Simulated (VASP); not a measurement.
# Ti in VASP: a series of runs

Aim: see how the results for Ti move with the level of theory and the settings. Levels: revPBE, PBEsol. Tasks: relaxation of cell and atoms, single point.

Everything below comes from runs of VASP 6.6.1. Logs are shortened: lines on timing, memory, paths and dates and some standing lists are left out, and cuts for length are marked.

## 1. The cell of the first run

Symmetry: Im-3m, No. 229, cubic system. Conventional cell: a = 3.282 Å, b = 3.282 Å, c = 3.282 Å, α = 90.00°, β = 90.00°, γ = 90.00°. Within 3.7 Å of Ti (site symmetry m-3m) lie 14 Ti at 2.84 to 3.28 Å.

## 2. Relaxation of cell and atoms, revPBE

File INCAR:

```
PREC     = Accurate       # precision mode
ENCUT    = 500            # plane-wave cutoff, eV
EDIFF    = 1E-7           # SCF threshold, eV
ISMEAR   = -1             # smearing method
SIGMA    = 0.05           # smearing width, eV
LREAL    = F              # projectors in reciprocal space
LASPH    = T              # aspherical terms in the spheres
NELM     = 120            # most SCF steps
ALGO     = Normal         # electronic algorithm
ISIF     = 3              # what is computed and relaxed
LWAVE    = F              # write WAVECAR
LCHARG   = F              # write CHGCAR
GGA      = RE             # functional
IBRION   = 2              # ionic algorithm
NSW      = 60             # ionic steps
EDIFFG   = -0.01          # ionic threshold
GGA_COMPAT= F            
NELMIN   = 4
```

File KPOINTS:

```
Automatic mesh
0
Gamma
  11 11 11
```

File POSCAR:

```
Ti
1.0
   -1.6410000000      1.6410000000      1.6410000000
    1.6410000000     -1.6410000000      1.6410000000
    1.6410000000      1.6410000000     -1.6410000000
Ti
1
Direct
    0.0000000000      0.0000000000      0.0000000000
```

Potentials or basis: VASP PAW PBE potentials, release 64 (Ti_sv).

Run with:

```
> cat potpaw_PBE.64/Ti_sv/POTCAR > POTCAR
> mpirun -np 1 vasp_std > vasp.out
```

OUTCAR:

```text
PREC = Accurate
   ENCUT = 500
   EDIFF = 1E-7
   ISMEAR = -1
   LREAL = F
   LASPH = T
   NELM = 120
   ISIF = 3
   GGA = RE
   IBRION = 2
   NSW = 60
   EDIFFG = -0.01
   NELMIN = 4

 ion  position               nearest neighbor table
   1  0.000  0.000  0.000-

  LATTYP: Found a body centered cubic cell.
 ALAT       =     3.2820000000

  Lattice vectors:

 A1 = (  -1.6410000000,   1.6410000000,   1.6410000000)
 A2 = (   1.6410000000,  -1.6410000000,   1.6410000000)
 A3 = (   1.6410000000,   1.6410000000,  -1.6410000000)

Analysis of symmetry for initial positions (statically):
=====================================================================
 Subroutine PRICEL returns:
 Original cell was already a primitive cell.

 Routine SETGRP: Setting up the symmetry group for a
 body centered cubic supercell.

 Subroutine GETGRP returns: Found 48 space group operations
[... 9 lines left out ...]

 Routine SETGRP: Setting up the symmetry group for a
 body centered cubic supercell.

 Subroutine GETGRP returns: Found 48 space group operations
[... 11 lines left out ...]
                                     Primitive cell

  volume of cell :      17.6761

  direct lattice vectors                    reciprocal lattice vectors
    -1.641000000  1.641000000  1.641000000     0.000000000  0.304692261  0.304692261
     1.641000000 -1.641000000  1.641000000     0.304692261  0.000000000  0.304692261
     1.641000000  1.641000000 -1.641000000     0.304692261  0.304692261  0.000000000

  length of vectors
     2.842295375  2.842295375  2.842295375     0.430899928  0.430899928  0.430899928

  position of ions in fractional coordinates (direct lattice)
     0.000000000  0.000000000  0.000000000

  ion indices of the primitive-cell ions
   primitive index   ion index
                 1           1

----------------------------------------------------------------------------------------

 KPOINTS: Automatic mesh

Automatic generation of k-mesh.
 Grid dimensions read from file:
 generate k-points for:   11   11   11

 Generating k-lattice:

  Cartesian coordinates                     Fractional coordinates (reciprocal lattice)
     0.000000000  0.027699296  0.027699296     0.090909091  0.000000000  0.000000000
     0.027699296  0.000000000  0.027699296     0.000000000  0.090909091  0.000000000
     0.027699296  0.027699296  0.000000000     0.000000000  0.000000000  0.090909091

  Length of vectors
     0.039172721  0.039172721  0.039172721

  Shift w.r.t. Gamma in fractional coordinates (k-lattice)
     0.000000000  0.000000000  0.000000000

 Subroutine IBZKPT returns following result:
 ===========================================

 Found     56 irreducible k-points:

 Following reciprocal coordinates:
            Coordinates               Weight
  0.000000  0.000000  0.000000      1.000000
  0.090909  0.000000  0.000000     12.000000
  0.181818  0.000000  0.000000     12.000000
  0.272727  0.000000  0.000000     12.000000
  0.363636  0.000000  0.000000     12.000000
  0.454545  0.000000  0.000000     12.000000
[... 16 lines left out ...]
  0.272727  0.181818  0.090909     48.000000
  0.363636  0.181818  0.090909     24.000000
 [... further k-points ...]
   k-points           NKPTS =     56   k-points in BZ     NKDIM =     56   number of bands    NBANDS=     10
   number of dos      NEDOS =    301   number of ions     NIONS =      1
   total plane-waves  NPLWV =  13824
   dimension x,y,z NGX =    24 NGY =   24 NGZ =   24
   dimension x,y,z NGXF=    48 NGYF=   48 NGZF=   48
   ions per type =               1
   NGX,Y,Z   is equivalent  to a cutoff of  14.04, 14.04, 14.04 a.u.
   NGXF,Y,Z  is equivalent  to a cutoff of  28.08, 28.08, 28.08 a.u.
 SYSTEM =  unknown system
   PREC   = accura    normal or accurate (medium, high low for compatibility)
   ISTART =      0    job   : 0-new  1-cont  2-samecut
   ICHARG =      2    charge: 1-file 2-atom 10-const
   ISPIN  =      1    spin polarized calculation?
   LNONCOLLINEAR =      F non collinear calculations
   LSORBIT =      F    spin-orbit coupling
   LASPH  =      T    aspherical Exc in radial PAW
   ENCUT  =  500.0 eV  36.75 Ry    6.06 a.u.   5.18  5.18  5.18*2*pi/ulx,y,z
   NELM   =    120;   NELMIN=  4; NELMDL= -5     # of ELM steps
   EDIFF  = 0.1E-06   stopping-criterion for ELM
   LREAL  =      F    real-space projection
   EDIFFG = -.1E-01   stopping-criterion for IOM
   NSW    =     60    number of steps for IOM
   IBRION =      2    ionic relax: 0-MD 1-quasi-New 2-CG
   NFREE  =      1    steps in history (QN), initial steepest desc. (CG)
   ISIF   =      3    stress and relaxation
   ISYM   =      2    0-nonsym 1-usesym 2-fastsym
   POTIM  = 0.5000    time-step for ionic-motion
   TEBEG  =    0.0;   TEEND  =   0.0 temperature during run
   PSTRESS=    0.0 pullay stress
   NELECT =      12.0000    total number of electrons
   NUPDOWN=      -1.0000    fix difference up-down
   EMIN   =  10.00;   EMAX   =-10.00  energy-range for DOS
   EFERMI =   0.00;   METHOD = LEGACY
   ISMEAR =    -1;   SIGMA  =   0.05  broadening in eV -4-tet -1-fermi 0-gaus
   EFERMI_NEDOS =   21; number of points for ismear=-14 and -15
   IALGO  =     38    algorithm
   IMIX   =      4    mixing-type and parameters
     AMIX     =   0.40;   BMIX     =  1.00
     AMIX_MAG =   1.60;   BMIX_MAG =  1.00
  volume/ion in A,a.u.               =      17.68       119.28
  Fermi-wavevector in a.u.,A,eV,Ry     =   1.438821  2.718977 28.166848  2.070205
  Thomas-Fermi vector in A             =   2.557745
   LORBIT       =      0    0 simple, 1 ext, 2 COOP (PROOUT), +10 PAW based schemes
   GGA     = RE    functional components
   LHFCALC =     F    Hartree Fock is set to
   AEXX    =    0.0000 exact exchange contribution
   IVDW    =     0    specifies the selected vdW correction
   LEPSILON=     F    determine dielectric tensor
   LRPA    =     F    only Hartree local field effects (RPA)
 conjugate gradient relaxation of ions
 non-spin polarized calculation
  energy-cutoff  :      500.00
  volume of cell :       17.68
 maximum number of plane-waves:       460
 NGX is ok and might be reduce to    24
   NGX = 11   NGY = 11   NGZ = 11

--------------------------------------- Ionic step        1  -------------------------------------------

 number of electron      12.0000001 magnetization

 Free energy of the ion-electron system (eV)
  ---------------------------------------------------
  ext. energy  EPLUGINS =         0.00000000
  ---------------------------------------------------
  free energy    TOTEN  =        -7.41218986 eV

  energy without entropy =       -7.38931471  energy(sigma->0) =       -7.40075229

------------------------ aborting loop because EDIFF is reached ----------------------------------------

  FORCE on cell =-STRESS in cart. coord.  units (eV):
  Direction    XX          YY          ZZ          XY          YZ          ZX
  --------------------------------------------------------------------------------------
  -------------------------------------------------------------------------------------
  Total       -0.0529766     -0.0529766     -0.0529766      0.0000000      0.0000000      0.0000000
  in kB       -4.8018527     -4.8018527     -4.8018527      0.0000000      0.0000000      0.0000000
  external PRESSURE =      -4.8018527 kB  Pullay stress =       0.0000000 kB

 VOLUME and BASIS-vectors are now :
 -----------------------------------------------------------------------------
  energy-cutoff  :      500.00
  volume of cell :       17.68
      direct lattice vectors                 reciprocal lattice vectors
    -1.641000000  1.641000000  1.641000000     0.000000000  0.304692261  0.304692261
     1.641000000 -1.641000000  1.641000000     0.304692261  0.000000000  0.304692261
     1.641000000  1.641000000 -1.641000000     0.304692261  0.304692261  0.000000000
[... 36 lines left out ...]
 POSITION                                       TOTAL-FORCE (eV/Angst)
 -----------------------------------------------------------------------------------
      0.00000      0.00000      0.00000         0.000000      0.000000      0.000000
 -----------------------------------------------------------------------------------
    total drift:                                0.000000     -0.000000      0.000000

  FREE ENERGIE OF THE ION-ELECTRON SYSTEM (eV)
  ---------------------------------------------------
  free  energy   TOTEN  =        -7.4122769953 eV

  energy  without entropy=       -7.3897096753  energy(sigma->0) =       -7.40099334

--------------------------------------- Ionic step        3  -------------------------------------------

 number of electron      12.0000000 magnetization

 Free energy of the ion-electron system (eV)
  ---------------------------------------------------
  ext. energy  EPLUGINS =         0.00000000
  ---------------------------------------------------
  free energy    TOTEN  =        -7.41232086 eV

  energy without entropy =       -7.38964004  energy(sigma->0) =       -7.40098045

 E-fermi :   8.0365     XC(G=0): -11.3548

 val. band max:        8.0315373974   @ k =   0.1818   0.0909   0.0909
 cond. band min:       8.0419881977   @ k =  -0.4545  -0.4545   0.0909
 fundamental gap:      0.0104508004
 Fermi energy:         8.0365023923

 k-point     1 :       0.0000    0.0000    0.0000
  band No.  band energies     occupation
      1     -48.6164      2.00000
      2     -24.4393      2.00000
      3     -24.4393      2.00000
      4     -24.4393      2.00000
      5       2.0989      2.00000
      6       9.0300      0.00000
      7       9.0300      0.00000
      8       9.0300      0.00000
      9      10.7536      0.00000
     10      10.7536      0.00000

 k-point     2 :       0.0909    0.0000    0.0000
  band No.  band energies     occupation
      1     -48.6067      2.00000
      2     -24.4922      2.00000
      3     -24.4556      2.00000
      4     -24.4396      2.00000
      5       2.3765      2.00000
      6       8.9056      0.00000
      7       8.9889      0.00000
      8       9.2301      0.00000
      9      10.6180      0.00000
     10      10.7618      0.00000
[... 274 lines left out ...]
 k-point    24 :       0.3636    0.1818    0.0909
  band No.  band energies     occupation
      1     -48.4866      2.00000
      2     -24.9635      2.00000
      3     -24.7242      2.00000
      4     -24.5408      2.00000
      5       6.5979      2.00000
      6       7.4597      1.99998
      7       8.0572      0.79587
      8      10.9329      0.00000
      9      11.1226      0.00000
     10      14.2624      0.00000

 [... further k-points ...]
[... 5 lines left out ...]
  --------------------------------------------------------------------------------------
  -------------------------------------------------------------------------------------
  Total        0.0032484      0.0032484      0.0032484      0.0000000     -0.0000000     -0.0000000
  in kB        0.2958782      0.2958782      0.2958782      0.0000000     -0.0000000     -0.0000000
  external PRESSURE =       0.2958782 kB  Pullay stress =       0.0000000 kB

 VOLUME and BASIS-vectors are now :
 -----------------------------------------------------------------------------
  energy-cutoff  :      500.00
  volume of cell :       17.59
      direct lattice vectors                 reciprocal lattice vectors
    -1.638327709  1.638327709  1.638327709     0.000000000  0.305189247  0.305189247
     1.638327709 -1.638327709  1.638327709     0.305189247  0.000000000  0.305189247
     1.638327709  1.638327709 -1.638327709     0.305189247  0.305189247  0.000000000

 POSITION                                       TOTAL-FORCE (eV/Angst)
 -----------------------------------------------------------------------------------
      0.00000      0.00000      0.00000         0.000000      0.000000     -0.000000
 -----------------------------------------------------------------------------------
    total drift:                                0.000000      0.000000      0.000000

  FREE ENERGIE OF THE ION-ELECTRON SYSTEM (eV)
  ---------------------------------------------------
  free  energy   TOTEN  =        -7.4123208618 eV

  energy  without entropy=       -7.3896400405  energy(sigma->0) =       -7.40098045

 reached required accuracy - stopping structural energy minimisation
```

Wall time 16 s (1 thread of AMD EPYC 9R45 (Zen 5), shared host); peak memory 0.11 GiB.

What came out:

```yaml
Free_energy: -7.4123 eV
Relaxed_volume: 17.59 Å³/atom
Relaxed_cell: a = 2.838 Å, b = 2.838 Å, c = 2.838 Å, α = 109.47°, β = 109.47°, γ = 109.47°
Space_group_after_relaxing_to_0.05_Å: Im-3m (No. 229)
Energy_gained_by_relaxing: 0.1 meV/atom
Ionic_steps: 3
Pressure_after_relaxing: 0.0 GPa
Band_gap_on_the_k_mesh: zero (band 6 reaches 9.04 eV, above the bottom of band 7 at 7.46 eV)
```

The path:
```
step  energy change (eV)  largest force (eV/Å)  pressure (GPa)  volume (Å³)
   1              0.0000                0.0000           -0.48        17.68
   2             -0.0001                0.0000            0.28        17.54
   3             -0.0001                0.0000            0.03        17.59
```

Final structure:
```cif
data_structure
_symmetry_space_group_name_H-M 'P 1'
_symmetry_Int_Tables_number 1
_cell_length_a 2.8377
_cell_length_b 2.8377
_cell_length_c 2.8377
_cell_angle_alpha 109.471
_cell_angle_beta 109.471
_cell_angle_gamma 109.471
_cell_volume 17.59
loop_
_atom_site_label
_atom_site_type_symbol
_atom_site_fract_x
_atom_site_fract_y
_atom_site_fract_z
_atom_site_occupancy
Ti1 Ti 0.00000 0.00000 0.00000 1
```

Caveat: the PAW data sets were made with another functional, which shifts forces and pressure a little.

[end of part 1 of 3]
